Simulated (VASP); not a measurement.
Input of a VASP 6.6.1 run:

Contents of INCAR:

```
SYSTEM = AlRu
PREC = Accurate
ENCUT = 600
EDIFF = 1E-7
ISMEAR = -1
SIGMA = 0.1
LREAL = .False.
LASPH = .True.
NELM = 60
ALGO = Normal
ISIF = 3
LWAVE = .False.
LCHARG = .False.
GGA = PE
IBRION = 2
NSW = 32
EDIFFG = -0.005
PSTRESS = 1900.0
```

Contents of KPOINTS:

```
Automatic mesh
0
Gamma
  15 15 14
  0 0 0
```

The input POSCAR:

```
AlRu
1.0
    2.4967798019      0.0000000000      0.0000000000
   -1.2483899010      2.1622747361      0.0000000000
    0.0000000000      0.0000000000      3.4735114775
Ru Al
1 1
Direct
    0.0000000000      0.0000000000      0.0000000000
    0.3333333333      0.6666666667      0.5000000000
```

Potentials or basis: VASP PAW PBE potentials, release 64 (Ru_pv, Al).

Command:

```sh
$ cat potpaw_PBE.64/Ru_pv/POTCAR potpaw_PBE.64/Al/POTCAR > POTCAR
$ mpirun -np 1 vasp_std > vasp.out
```

Q: What does it give for the relaxed volume?

A: 9.39 Å³/atom.

Q: Estimate the band gap on the k mesh.

A: Zero (an odd number of electrons rules out a gap without spin polarisation).

Q: What does it give for the relaxed cell?

A: a = 2.498 Å, b = 2.498 Å, c = 3.475 Å, α = 90.00°, β = 90.00°, γ = 120.00°.

Q: Estimate the space group after relaxing (to 0.1 Å).

A: P-6m2 (No. 187).

Final structure:
```
Ru Al
1.0
     2.49780    0.00000    0.00000
    -1.24890    2.16315    0.00000
     0.00000    0.00000    3.47489
Ru Al
1 1
Direct
  0.00000 0.00000 0.00000
  0.33333 0.66667 0.50000
```

Caveat: the cell is relaxed towards a set pressure, so the run minimises the enthalpy, not the energy.
